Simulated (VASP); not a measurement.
Runs of VASP 6.6.1 on SrMg. The structure is that of space group Pm-3m (No. 221), or close to it. The cells are those of the table. 

```csv
task,cell,k mesh,cutoff (eV),gap on the mesh (eV),pressure (GPa)
single point,"a = 4.053 Å, 2 atoms",6 × 6 × 6,520,none,-0.2
single point,"a = 4.026 Å, 2 atoms",6 × 6 × 6,520,none,0.3
relaxation of cell and atoms,"relaxed from a = 4.190 Å, 2 atoms",5 × 5 × 5,600,none,-0.1
single point,"a = 4.053 Å, 2 atoms",5 × 5 × 5,520,none,-0.2
single point,"a = 4.080 Å, 2 atoms",6 × 6 × 6,520,none,(a)
```

Alike in all rows: level LDA; potentials or basis VASP PAW LDA potentials, release 64 (Sr_sv, Mg); no spin polarisation; smearing methfessel-paxton 0.05 eV.

**Question.** Fill in the values left out.

**Answer.** (a) -0.7.

A k mesh can miss the band edges, and the runs leave out spin-orbit coupling on Sr.

A gap of «none» marks levels without a gap at the run's occupations.
